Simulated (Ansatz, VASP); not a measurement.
# Two plane-wave programs on SnTe

```
Sn Te
1.0
     0.00000    3.11856    3.11856
     3.11856    0.00000    3.11856
     3.11856    3.11856    0.00000
Sn Te
1 1
Direct
  0.01817 0.98183 0.98183
  0.48310 0.51690 0.51690
```

Change from the starting cell: mode 4 frozen in at -0.113 Å, strain +e along z and -e/2 along x and y +0.0000.

Alike in both runs: task single point; functional LDA; k mesh 10 × 10 × 10; occupations gaussian, width 0.03 eV; no spin polarisation.

|  | VASP | Ansatz |
| --- | --- | --- |
| version | VASP 6.6.1 | Ansatz 0.2.0 |
| potentials or method | VASP PAW LDA potentials, release 64 (Sn_d, Te), cutoff 520 eV | scalar-relativistic, plane waves, PAW |
| valence electrons in the cell | 20 | 30 |

```tsv
	VASP	Ansatz	Ansatz less VASP
gap on the k mesh at the Fermi level (eV)	0.61	0.62	+0.007
least direct gap on the mesh (eV)	0.62	0.62	+0.001
pressure (GPa)	0.7	0.7	-0.07
traceless stress, the component that is largest in VASP (GPa)	1.12	1.11	-0.013
rms of the force components (eV/Å)	0.155	0.147	-0.0079
```

LDA's correlation is that of Perdew and Zunger in VASP and of Perdew and Wang (1992) in Ansatz. Atom by atom the forces differ by 0.008 eV/Å (rms over components). VASP's potentials hold 20 valence electrons a cell and Ansatz's 30, so a difference there can come from the potentials and not from the codes.

Spin-orbit coupling is off throughout.
